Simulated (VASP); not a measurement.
**Al2Ru: single point with PBEsol**

The system is Al2Ru.

```
Al Ru
1.0
     0.00000    4.04746    4.51663
     2.38583    0.00000    4.51663
     2.38583    4.04746    0.00000
Al Ru
4 2
Direct
  0.07895 0.42105 0.07895
  0.42105 0.07895 0.42105
  0.17105 0.82895 0.17105
  0.82895 0.17105 0.82895
  0.75000 0.75000 0.75000
  0.50000 0.50000 0.50000
```

This cell differs from its parent crystal: strain +0.015 along x and y, +0.030 along z.

- Program: VASP 6.6.1
- Task: single point
- Functional: PBEsol
- Potentials or basis: VASP PAW PBE potentials, release 64 (Al, Ru_pv)
- Cutoff: 520 eV
- k mesh: 10 × 10 × 10
- Occupations: gaussian, width 0.03 eV
- Spin: no spin polarisation

```
Pressure               : -9.5 GPa
Largest force          : 0.036 eV/Å
Band gap on the k mesh : zero (bands 20 and 21 overlap by 0.02 eV)
```

Forces in eV/Å, atoms in the order of the input:
```
Al   0.000 -0.036  0.000
Al   0.000  0.036  0.000
Al   0.000  0.036  0.000
Al   0.000 -0.036  0.000
Ru   0.000  0.000  0.000
Ru   0.000  0.000  0.000
```

Stress tensor (GPa, compression positive):
```
 -8.51   0.00   0.00
  0.00  -7.68   0.00
  0.00   0.00 -12.33
```

Levels at points of the mesh, in eV from the Fermi level:
```tsv
k point	band 17	band 18	band 19	band 20	band 21	band 22	band 23	band 24
(0.00, 0.00, 0.00)	-1.88	-1.23	-1.14	0.03	1.42	2.18	2.22	2.46
(0.50, 0.00, 0.00)	-2.06	-2.02	-1.11	-0.88	0.25	0.62	1.65	3.02
(0.50, 0.50, 0.00)	-1.56	-1.56	-1.27	-1.27	2.16	2.16	2.27	2.27
(0.50, 0.00, 0.50)	-2.22	-2.22	-1.39	-1.39	1.56	1.56	2.04	2.04
(0.00, 0.50, 0.50)	-2.35	-2.35	-1.24	-1.24	0.27	0.27	4.44	4.44
```

Run time: 20 min on 1 thread of Oxide Virtual Turin-like Processor, on a shared host, peak memory 0.46 GiB.

Caveat: the cell differs from its parent crystal (strain +0.015 along x and y, +0.030 along z); the cell stands under tension; the PAW data sets were made with another functional, which shifts forces and pressure a little.
